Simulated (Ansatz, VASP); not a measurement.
Two plane-wave programs on Mg

INCAR

```
SYSTEM = Mg
PREC     = Accurate       ! precision mode
ENCUT    = 520            ! plane-wave cutoff, eV
EDIFF    = 1E-7           ! SCF threshold, eV
ISMEAR   = -1             ! smearing method
SIGMA    = 0.1            ! smearing width, eV
LREAL    = .FALSE.        ! projectors in reciprocal space
LASPH    = .TRUE.         ! aspherical terms in the spheres
NELM     = 100            ! most SCF steps
ALGO     = Normal         ! electronic algorithm
ISIF     = 2              ! what is computed and relaxed
LWAVE    = .FALSE.        ! write WAVECAR
LCHARG   = .TRUE.         ! write CHGCAR
GGA      = PE             ! functional
LELF     = .TRUE.         ! ELF
LVHAR    = .TRUE.       
NBANDS   = 7              ! bands
```

KPOINTS

```
Automatic mesh
0
G
  13 13 13
  0 0 0
```

POSCAR

```
Mg
1.0
    2.5213261795      0.0000000000      0.0000000000
    0.0000000000      2.5213261795      0.0000000000
    0.0000000000      0.0000000000      2.5213261795
Mg
1
Direct
    0.0000000000      0.0000000000      0.0000000000
```

Input for Ansatz:

```yaml
crystal:
  lattice:
    - [2.5213261795, 0.0, 0.0]
    - [0.0, 2.5213261795, 0.0]
    - [0.0, 0.0, 2.5213261795]
  atoms:
    - { symbol: Mg, position: [0.0, 0.0, 0.0] }
kpoints:
  mp_grid: { grid: [13, 13, 13] }
scf:
  occupations: { method: fermi_dirac, width: 0.1 }
hamiltonian:
  xc: pbe
  pseudopotentials: { kind: paw }
output:
  forces: true
  stress: true
  eigenvalues: true
  populations: true
```

Change from the starting cell: volume scaled by 0.58, PAW files.

Alike in both runs: task single point; functional PBE; k mesh 13 × 13 × 13; occupations fermi-dirac, width 0.1 eV; no spin polarisation.

```csv
,VASP,Ansatz
version,VASP 6.6.1,Ansatz 0.2.0
potentials or method,"VASP PAW PBE potentials, release 64 (Mg)","PAW with Ansatz's default frozen-core files, scalar-relativistic"
plane-wave cutoff (eV),520,420
valence electrons in the cell,2,10
```

|  | VASP | Ansatz | Ansatz less VASP |
| --- | --- | --- | --- |
| pressure (GPa) | 34.7 | 34.5 | -0.21 |

Both programs put the cell under a high pressure, so it lies far from rest at this level. VASP's potentials hold 2 valence electrons a cell and Ansatz's 10, so a difference there can come from the potentials and not from the codes.
